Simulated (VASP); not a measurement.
Mo, 1 atom in the cell. Symmetry: Fm-3m, No. 225, cubic system. Conventional cell: a = 3.852 Å, b = 3.852 Å, c = 3.852 Å, α = 90.00°, β = 90.00°, γ = 90.00°. Within 3.6 Å of Mo (site symmetry m-3m) lie 12 Mo at 2.72 Å. This isn't the form of Mo at room conditions, which is bcc.

| Property | Result |
| --- | --- |
| Program | VASP 6.6.1 |
| Task | single point |
| Functional | PBEsol |
| Potentials or basis | VASP PAW PBE potentials, release 64 (Mo_sv) |
| Cutoff | 520 eV |
| k mesh | 15 × 15 × 15 |
| Occupations | fermi-dirac, width 0.1 eV |
| Spin | no spin polarisation |
| Dipole correction | no |
| Further INCAR settings | ALGO = Normal; EDIFF = 1e-06; NBANDS = 13 |

Potentials or basis: VASP PAW PBE potentials, release 64 (Mo_sv).

The run is started by

```sh
$ cat potpaw_PBE.64/Mo_sv/POTCAR > POTCAR
$ mpirun -np 1 vasp_std > vasp.out
```

Hardware: 1 thread of AMD EPYC 7R43 64-Core Processor (Zen 3), with other jobs on the host.

Q: Estimate the wall time of this run.

A: Run time: 21 s on 1 thread of AMD EPYC 7R43 64-Core Processor (Zen 3) (shared host), peak memory 0.1 GiB. Counts: scf iterations 11, k points 120.
